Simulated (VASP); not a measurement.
## Al2B2As: single point with PBE

The system is Al2B2As.

```xyz
5
Lattice="2.7991 0.0000 0.0000 -1.3996 2.4241 0.0000 0.0000 0.0000 11.2784" Properties=species:S:1:pos:R:3 pbc="T T T"
Al    0.0000    0.0000    2.6702
Al    0.0000    0.0000    8.6081
B     0.0000    0.0000    6.4522
B     0.0000    0.0000    4.8261
As    0.0000    0.0000    0.0000
```

The cell was generated, and may not be a known phase.

```yaml
Program: VASP 6.6.1
Task: single point
Functional: PBE
Potentials_or_basis: VASP PAW PBE potentials, release 64 (Al, B, As)
Cutoff: 520 eV
k_mesh: 6 × 6 × 4
Occupations: gaussian, width 0.1 eV
Spin: no spin polarisation
```

The pressure is 0.1 GPa and the largest force is 0.015 eV/Å. The band gap on the k mesh is zero (an odd number of electrons rules out a gap without spin polarisation).

Forces on the atoms (eV/Å):
```
Al   0.000  0.000  0.015
Al   0.000  0.000 -0.015
B    0.000  0.000  0.013
B    0.000  0.000 -0.013
As   0.000  0.000  0.000
```

Stress tensor (GPa, compression positive):
```
0.03 0.00 0.00
0.00 0.03 0.00
0.00 0.00 0.14
```

Levels at points of the mesh, in eV from the Fermi level:
| k point | band 4 | band 5 | band 6 | band 7 | band 8 | band 9 | band 10 | band 11 | band 12 | band 13 |
| --- | --- | --- | --- | --- | --- | --- | --- | --- | --- | --- |
| (0.00, 0.00, 0.00) | -7.63 | -6.51 | -2.72 | -1.69 | 4.48 | 4.48 | 4.55 | 6.14 | 7.30 | 7.30 |
| (0.50, 0.00, 0.00) | -4.46 | -4.24 | -2.95 | -2.79 | -2.22 | -1.21 | 0.59 | 1.50 | 2.46 | 3.27 |
| (0.00, 0.00, 0.50) | -8.56 | -5.06 | -4.54 | -0.28 | 3.07 | 4.48 | 4.48 | 7.30 | 7.30 | 8.16 |
| (0.50, 0.00, 0.50) | -4.53 | -3.98 | -3.48 | -2.56 | -1.86 | -1.58 | 0.98 | 1.25 | 2.46 | 3.47 |

It took 74 s on 1 thread of Intel Xeon 8259CL, with other jobs on the host, peak memory 0.22 GiB.

Caveat: the k points lie up to 0.43 Å⁻¹ apart, too coarse for converged energies and pressures of a metal.
